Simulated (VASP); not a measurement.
# CdF2 (Fm-3m) in VASP: a series of runs

Aim: see how the results for CdF2 move with the level of theory and the settings. Levels: r2SCAN+rVV10, r2SCAN. Tasks: single point.

Everything below comes from runs of VASP 6.6.1. Logs are shortened: lines on timing, memory, paths and dates and some standing lists are left out, and cuts for length are marked.

**1. The cell of the first run**

It takes space group Fm-3m (No. 225, cubic). The conventional cell has a = 5.365 Å, b = 5.365 Å, c = 5.365 Å, α = 90.00°, β = 90.00°, γ = 90.00°. Within 3.1 Å of Cd (site symmetry m-3m) lie 8 F at 2.32 Å. Within 3.1 Å of F (site symmetry -43m) lie 4 Cd at 2.32 Å and 6 F at 2.68 Å.

**2. Single point, r2SCAN+rVV10**

The input, POSCAR:

```
CdF2
1.0
    0.0000000000      2.6825811146      2.6825811146
    2.6825811146      0.0000000000      2.6825811146
    2.6825811146      2.6825811146      0.0000000000
Cd F
1 2
Direct
    0.0000000000      0.0000000000      0.0000000000
    0.2500000000      0.2500000000      0.2500000000
    0.7500000000      0.7500000000      0.7500000000
```

The input, INCAR.step1:

```
PREC     = Accurate       # precision mode
ENCUT    = 520            # plane-wave cutoff, eV
ISMEAR   = -1             # smearing method
SIGMA    = 0.02           # smearing width, eV
LREAL    = F              # projectors in reciprocal space
LASPH    = T              # aspherical terms in the spheres
NELM     = 100            # most SCF steps
NBANDS   = 20             # bands
GGA      = PE             # functional
ALGO     = Normal         # electronic algorithm
EDIFF    = 1E-4           # SCF threshold, eV
LWAVE    = T              # write WAVECAR
LCHARG   = F              # write CHGCAR
```

The input, INCAR.step2:

```
PREC     = Accurate       # precision mode
ENCUT    = 520            # plane-wave cutoff, eV
EDIFF    = 1E-7           # SCF threshold, eV
ISMEAR   = -1             # smearing method
SIGMA    = 0.02           # smearing width, eV
LREAL    = F              # projectors in reciprocal space
LASPH    = T              # aspherical terms in the spheres
NELM     = 100            # most SCF steps
ALGO     = Normal         # electronic algorithm
ISIF     = 2              # what is computed and relaxed
LWAVE    = F              # write WAVECAR
LCHARG   = T              # write CHGCAR
METAGGA  = R2SCAN         # meta-GGA
LMIXTAU  = T            
LUSE_VDW = T            
IVDW_NL  = 2            
BPARAM   = 11.95        
CPARAM   = 0.0093       
LELF     = T              # ELF
LVHAR    = T            
NBANDS   = 20             # bands
ISTART   = 1
```

The input, KPOINTS:

```
regular mesh
0
Gamma
  8 8 8
```

Potentials or basis: VASP PAW PBE potentials, release 64 (Cd, F).

Started as:

```sh
cat potpaw_PBE.64/Cd/POTCAR potpaw_PBE.64/F/POTCAR > POTCAR
cp INCAR.step1 INCAR
mpirun -np 1 vasp_std > vasp.out
cp INCAR.step2 INCAR
mpirun -np 1 vasp_std > vasp.out
```

OUTCAR:

```text
PREC = Accurate
   ENCUT = 520
   EDIFF = 1E-7
   ISMEAR = -1
   LREAL = F
   LASPH = T
   NELM = 100
   ISIF = 2
   METAGGA = R2SCAN
   IVDW_NL = 2
   BPARAM = 11.95
   ISTART = 1

 ion  position               nearest neighbor table
   1  0.000  0.000  0.000-   3 2.32   3 2.32   3 2.32   2 2.32   3 2.32   2 2.32   2 2.32   2 2.32

   2  0.250  0.250  0.250-   1 2.32   1 2.32   1 2.32   1 2.32
   3  0.750  0.750  0.750-   1 2.32   1 2.32   1 2.32   1 2.32

  LATTYP: Found a face centered cubic cell.
 ALAT       =     5.3651622292

  Lattice vectors:

 A1 = (   0.0000000000,   2.6825811146,   2.6825811146)
 A2 = (   2.6825811146,   0.0000000000,   2.6825811146)
 A3 = (   2.6825811146,   2.6825811146,   0.0000000000)

Analysis of symmetry for initial positions (statically):
=====================================================================
 Subroutine PRICEL returns:
 Original cell was already a primitive cell.

 Routine SETGRP: Setting up the symmetry group for a
 face centered cubic supercell.

 Subroutine GETGRP returns: Found 48 space group operations
 (whereof 48 operations were pure point group operations)
 out of a pool of 48 trial point group operations.

The static configuration has the point symmetry O_h .

Analysis of symmetry for dynamics (positions and initial velocities):
=====================================================================
 Subroutine PRICEL returns:
 Original cell was already a primitive cell.

 Routine SETGRP: Setting up the symmetry group for a
 face centered cubic supercell.

 Subroutine GETGRP returns: Found 48 space group operations
 (whereof 48 operations were pure point group operations)
 out of a pool of 48 trial point group operations.

The dynamic configuration has the point symmetry O_h .

 Subroutine INISYM returns: Found 48 space group operations
 (whereof 48 operations are pure point group operations),
 and found     1 'primitive' translations

----------------------------------------------------------------------------------------

                                     Primitive cell

  volume of cell :      38.6090

  direct lattice vectors                    reciprocal lattice vectors
     0.000000000  2.682581115  2.682581115    -0.186387654  0.186387654  0.186387654
     2.682581115  0.000000000  2.682581115     0.186387654 -0.186387654  0.186387654
     2.682581115  2.682581115  0.000000000     0.186387654  0.186387654 -0.186387654

  length of vectors
     3.793742594  3.793742594  3.793742594     0.322832886  0.322832886  0.322832886

  position of ions in fractional coordinates (direct lattice)
     0.000000000  0.000000000  0.000000000
     0.250000000  0.250000000  0.250000000
     0.750000000  0.750000000  0.750000000

  ion indices of the primitive-cell ions
   primitive index   ion index
                 1           1
                 2           2
                 3           3

----------------------------------------------------------------------------------------

 KPOINTS: regular mesh

Automatic generation of k-mesh.
 Grid dimensions read from file:
 generate k-points for:    8    8    8

 Generating k-lattice:

  Cartesian coordinates                     Fractional coordinates (reciprocal lattice)
    -0.023298457  0.023298457  0.023298457     0.125000000  0.000000000  0.000000000
     0.023298457 -0.023298457  0.023298457     0.000000000  0.125000000  0.000000000
     0.023298457  0.023298457 -0.023298457     0.000000000  0.000000000  0.125000000

  Length of vectors
     0.040354111  0.040354111  0.040354111

  Shift w.r.t. Gamma in fractional coordinates (k-lattice)
     0.000000000  0.000000000  0.000000000

 Subroutine IBZKPT returns following result:
 ===========================================

 Found     29 irreducible k-points:

 Following reciprocal coordinates:
            Coordinates               Weight
  0.000000  0.000000  0.000000      1.000000
  0.125000  0.000000  0.000000      8.000000
  0.250000  0.000000  0.000000      8.000000
  0.375000  0.000000  0.000000      8.000000
  0.500000  0.000000  0.000000      4.000000
  0.125000  0.125000  0.000000      6.000000
[... 16 lines left out ...]
  0.500000  0.250000  0.125000     48.000000
 -0.375000  0.250000  0.125000     24.000000
 [... further k-points ...]
   k-points           NKPTS =     29   k-points in BZ     NKDIM =     29   number of bands    NBANDS=     20
   number of dos      NEDOS =    301   number of ions     NIONS =      3
   total plane-waves  NPLWV =  21952
   dimension x,y,z NGX =    28 NGY =   28 NGZ =   28
   dimension x,y,z NGXF=    56 NGYF=   56 NGZF=   56
   ions per type =               1   2
   NGX,Y,Z   is equivalent  to a cutoff of  12.27, 12.27, 12.27 a.u.
   NGXF,Y,Z  is equivalent  to a cutoff of  24.54, 24.54, 24.54 a.u.
 SYSTEM =  unknown system
   PREC   = accura    normal or accurate (medium, high low for compatibility)
   ISTART =      1    job   : 0-new  1-cont  2-samecut
   ICHARG =      0    charge: 1-file 2-atom 10-const
   ISPIN  =      1    spin polarized calculation?
   LNONCOLLINEAR =      F non collinear calculations
   LSORBIT =      F    spin-orbit coupling
   LASPH  =      T    aspherical Exc in radial PAW
   ENCUT  =  520.0 eV  38.22 Ry    6.18 a.u.   7.05  7.05  7.05*2*pi/ulx,y,z
   NELM   =    100;   NELMIN=  2; NELMDL=  0     # of ELM steps
   EDIFF  = 0.1E-06   stopping-criterion for ELM
   LREAL  =      F    real-space projection
   EDIFFG = 0.1E-05   stopping-criterion for IOM
   NSW    =      0    number of steps for IOM
   IBRION =     -1    ionic relax: 0-MD 1-quasi-New 2-CG
   NFREE  =      0    steps in history (QN), initial steepest desc. (CG)
   ISIF   =      2    stress and relaxation
   ISYM   =      2    0-nonsym 1-usesym 2-fastsym
   POTIM  = 0.5000    time-step for ionic-motion
   TEBEG  =    0.0;   TEEND  =   0.0 temperature during run
   PSTRESS=    0.0 pullay stress
   NELECT =      26.0000    total number of electrons
   NUPDOWN=      -1.0000    fix difference up-down
   EMIN   =  10.00;   EMAX   =-10.00  energy-range for DOS
   EFERMI =   0.00;   METHOD = LEGACY
   ISMEAR =    -1;   SIGMA  =   0.02  broadening in eV -4-tet -1-fermi 0-gaus
   EFERMI_NEDOS =   21; number of points for ismear=-14 and -15
   IALGO  =     38    algorithm
   IMIX   =      4    mixing-type and parameters
     AMIX     =   0.40;   BMIX     =  1.00
     AMIX_MAG =   1.60;   BMIX_MAG =  1.00
  volume/ion in A,a.u.               =      12.87        86.85
  Fermi-wavevector in a.u.,A,eV,Ry     =   1.434949  2.711660 28.015460  2.059078
  Thomas-Fermi vector in A             =   2.554301
   LORBIT       =      0    0 simple, 1 ext, 2 COOP (PROOUT), +10 PAW based schemes
   METAGGA = R2SCAN    functional components
   LHFCALC =     F    Hartree Fock is set to
   AEXX    =    0.0000 exact exchange contribution
   IVDW_NL    =     2    kernel type
   BPARAM     =11.9500
   IVDW    =     0    specifies the selected vdW correction
   LEPSILON=     F    determine dielectric tensor
   LRPA    =     F    only Hartree local field effects (RPA)
 non-spin polarized calculation
  energy-cutoff  :      520.00
  volume of cell :       38.61
 maximum number of plane-waves:      1056
   NGX = 15   NGY = 15   NGZ = 15

 number of electron      25.9999999 magnetization

 Free energy of the ion-electron system (eV)
  ---------------------------------------------------
  ext. energy  EPLUGINS =         0.00000000
  ---------------------------------------------------
  free energy    TOTEN  =       -32.84606264 eV

  energy without entropy =      -32.84606264  energy(sigma->0) =      -32.84606264

 E-fermi :  -1.3839     XC(G=0): -11.2052

 val. band max:       -1.7825836707   @ k =  -0.2500   0.5000   0.2500
 cond. band min:       1.9413718655   @ k =   0.0000   0.0000   0.0000
 fundamental gap:      3.7239555362
 Fermi energy:        -1.3838978813

 k-point     1 :       0.0000    0.0000    0.0000
  band No.  band energies     occupation
      1     -23.7990      2.00000
      2     -22.6950      2.00000
      3      -7.4478      2.00000
      4      -7.4477      2.00000
      5      -7.4477      2.00000
      6      -6.1394      2.00000
[... 12 lines left out ...]
     19      19.1139      0.00000
     20      19.1139      0.00000

 k-point     2 :       0.1250    0.0000    0.0000
  band No.  band energies     occupation
      1     -23.7499      2.00000
      2     -22.7385      2.00000
      3      -7.3854      2.00000
      4      -7.3854      2.00000
      5      -7.2735      2.00000
      6      -6.1597      2.00000
[... 12 lines left out ...]
     19      18.6945      0.00000
     20      18.6945      0.00000

 k-point     3 :       0.2500    0.0000    0.0000
  band No.  band energies     occupation
      1     -23.6165      2.00000
      2     -22.8593      2.00000
      3      -7.2408      2.00000
      4      -7.2408      2.00000
      5      -6.8031      2.00000
      6      -6.1781      2.00000
[... 12 lines left out ...]
     19      17.9691      0.00000
     20      18.4459      0.00000

 k-point     4 :       0.3750    0.0000    0.0000
  band No.  band energies     occupation
      1     -23.4320      2.00000
      2     -23.0280      2.00000
      3      -7.1206      2.00000
      4      -7.1206      2.00000
      5      -6.2041      2.00000
      6      -6.1241      2.00000
[... 12 lines left out ...]
     19      17.3988      0.00000
     20      18.0717      0.00000

 k-point     5 :       0.5000    0.0000    0.0000
  band No.  band energies     occupation
      1     -23.2628      2.00000
      2     -23.1905      2.00000
      3      -7.0838      2.00000
      4      -7.0838      2.00000
      5      -6.0680      2.00000
      6      -6.0679      2.00000
[... 12 lines left out ...]
     19      17.1664      0.00000
     20      17.7128      0.00000
[... 353 lines left out ...]
      6      -6.0238      2.00000
[... 12 lines left out ...]
     19      18.8004      0.00000
     20      20.8429      0.00000

 k-point    22 :       0.3750    0.2500    0.1250
  band No.  band energies     occupation
      1     -23.5238      2.00000
      2     -22.9353      2.00000
      3      -7.0999      2.00000
      4      -7.0499      2.00000
      5      -6.5099      2.00000
      6      -6.4386      2.00000
[... 12 lines left out ...]
     19      18.6345      0.00000
     20      21.3264      0.00000

 k-point    23 :       0.5000    0.2500    0.1250
  band No.  band energies     occupation
      1     -23.3750      2.00000
      2     -23.0656      2.00000
      3      -7.0050      2.00000
      4      -6.8875      2.00000
      5      -6.4049      2.00000
      6      -6.1451      2.00000
[... 12 lines left out ...]
     19      17.9912      0.00000
     20      21.2866      0.00000

 k-point    24 :      -0.3750    0.2500    0.1250
  band No.  band energies     occupation
      1     -23.2344      2.00000
      2     -23.1981      2.00000
      3      -6.9733      2.00000
      4      -6.8459      2.00000
      5      -6.2148      2.00000
      6      -6.1858      2.00000
[... 12 lines left out ...]
     19      17.7122      0.00000
     20      21.6773      0.00000

 [... further k-points ...]
[... 5 lines left out ...]
  --------------------------------------------------------------------------------------
  -------------------------------------------------------------------------------------
  Total        0.2835530      0.2835530      0.2835530     -0.0000000      0.0000000      0.0000000
  in kB       11.7667409     11.7667409     11.7667409     -0.0000000      0.0000000      0.0000000
  external PRESSURE =      11.7667409 kB  Pullay stress =       0.0000000 kB

 VOLUME and BASIS-vectors are now :
 -----------------------------------------------------------------------------
  energy-cutoff  :      520.00
  volume of cell :       38.61
      direct lattice vectors                 reciprocal lattice vectors
     0.000000000  2.682581115  2.682581115    -0.186387654  0.186387654  0.186387654
     2.682581115  0.000000000  2.682581115     0.186387654 -0.186387654  0.186387654
     2.682581115  2.682581115  0.000000000     0.186387654  0.186387654 -0.186387654

 POSITION                                       TOTAL-FORCE (eV/Angst)
 -----------------------------------------------------------------------------------
      0.00000      0.00000      0.00000         0.000000     -0.000000     -0.000000
      1.34129      1.34129      1.34129         0.000000      0.000000      0.000000
      4.02387      4.02387      4.02387        -0.000000     -0.000000     -0.000000
 -----------------------------------------------------------------------------------
    total drift:                                0.000000      0.000000      0.000000

  FREE ENERGIE OF THE ION-ELECTRON SYSTEM (eV)
  ---------------------------------------------------
  free  energy   TOTEN  =       -32.8460626372 eV

  energy  without entropy=      -32.8460626372  energy(sigma->0) =      -32.84606264
```

Run time: 2.3 min. Hardware: 1 thread of Intel Xeon Platinum 8259CL at 2.50GHz (Skylake/Cascade Lake), shared host; peak memory 0.26 GiB.

Results:

```
Free energy            : -32.8461 eV
Pressure               : 1.2 GPa
Band gap on the k mesh : 3.72 eV (least direct gap 4.21 eV)
```

Caveat: the PAW data sets were made with another functional, which shifts forces and pressure a little. A k mesh can miss the band edges.

**3. Single point, r2SCAN**

POSCAR is that of step 2.

The input, INCAR.step1:

```
SYSTEM = CdF2
PREC = Accurate
ENCUT = 520
ISMEAR = 0
SIGMA = 0.01
LREAL = .False.
LASPH = .True.
NELM = 100
NBANDS = 20
GGA = PE
ALGO = Normal
EDIFF = 1E-4
LWAVE = .True.
LCHARG = .False.
```

The input, INCAR.step2:

```
SYSTEM = CdF2
PREC = Accurate
ENCUT = 520
EDIFF = 1E-6
ISMEAR = 0
SIGMA = 0.01
LREAL = .False.
LASPH = .True.
NELM = 100
ALGO = Normal
ISIF = 2
LWAVE = .False.
LCHARG = .False.
METAGGA = R2SCAN
LMIXTAU = .True.
NBANDS = 20
ISTART = 1
```

The input, KPOINTS:

```
regular mesh
0
Gamma
  8 8 8
  0 0 0
```

Potentials or basis: VASP PAW PBE potentials, release 64 (Cd, F).

Started as:

```sh
cat potpaw_PBE.64/Cd/POTCAR potpaw_PBE.64/F/POTCAR > POTCAR
cp INCAR.step1 INCAR
mpirun -np 1 vasp_std > vasp.out
cp INCAR.step2 INCAR
mpirun -np 1 vasp_std > vasp.out
```

It took 85 s on 1 thread of Intel Xeon Platinum 8259CL at 2.50GHz (Skylake/Cascade Lake), shared host; peak memory 0.17 GiB.

The run converged. Its results:

```yaml
Free_energy: -33.7127 eV
Pressure: 2.6 GPa
Band_gap_on_the_k_mesh: 3.80 eV (least direct gap 4.28 eV)
```

Levels at points of the mesh, in eV from the valence-band top:
| k point | band 10 | band 11 | band 12 | band 13 | band 14 | band 15 | band 16 | band 17 |
| --- | --- | --- | --- | --- | --- | --- | --- | --- |
| (0.00, 0.00, 0.00) | -1.02 | -0.49 | -0.49 | -0.49 | 3.80 | 13.67 | 13.67 | 13.67 |
| (0.50, 0.00, 0.00) | -1.90 | -1.90 | -0.39 | -0.39 | 8.09 | 9.74 | 15.71 | 15.71 |
| (0.50, 0.50, 0.00) | -3.04 | -0.54 | -0.09 | -0.09 | 8.99 | 10.62 | 12.21 | 15.42 |

Caveat: the PAW data sets were made with another functional, which shifts forces and pressure a little.
